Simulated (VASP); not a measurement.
## Sn2O: single point with PBE

Crystal: Sn2O.

```
CELL_PARAMETERS angstrom
5.20389 0.00000 0.00000
0.00000 5.20389 0.00000
0.00000 0.00000 5.20389
ATOMIC_POSITIONS crystal
Sn 0.25000 0.25000 0.25000
Sn 0.75000 0.75000 0.25000
Sn 0.25000 0.75000 0.75000
Sn 0.75000 0.25000 0.75000
O 0.00000 0.00000 0.00000
O 0.50000 0.50000 0.50000
```

```
Program             : VASP 6.6.1
Task                : single point
Functional          : PBE
Potentials or basis : VASP PAW PBE potentials, release 64 (Sn_d, O)
Cutoff              : 520 eV
k mesh              : 8 × 8 × 8
Occupations         : gaussian, width 0.1 eV
Spin                : no spin polarisation
```

```
Pressure               : 0.1 GPa
Band gap on the k mesh : zero (band 34 reaches 5.83 eV, above the bottom of band 35 at 4.63 eV)
```

Levels at points of the mesh, in eV from the Fermi level:
| k point | band 30 | band 31 | band 32 | band 33 | band 34 | band 35 | band 36 | band 37 | band 38 | band 39 |
| --- | --- | --- | --- | --- | --- | --- | --- | --- | --- | --- |
| (0.00, 0.00, 0.00) | -2.33 | -2.33 | -0.25 | -0.25 | -0.25 | 2.08 | 2.08 | 2.08 | 2.86 | 5.47 |
| (0.50, 0.00, 0.00) | -2.74 | -0.86 | -0.86 | -0.76 | -0.76 | 1.36 | 1.36 | 1.76 | 1.76 | 4.52 |
| (0.50, 0.50, 0.00) | -3.54 | -1.03 | -1.03 | -0.35 | -0.35 | 1.78 | 1.78 | 1.79 | 1.79 | 4.49 |
| (0.50, 0.50, 0.50) | -1.09 | -1.09 | -1.09 | -1.08 | -1.08 | -1.08 | 1.41 | 4.66 | 4.66 | 4.74 |

Wall time 82 s on 1 thread of Intel(R) Xeon(R) 6975P-C (Granite Rapids), on a shared host, peak memory 0.32 GiB.

Caveat: spin-orbit coupling is left out, which moves the levels of the heavy elements.
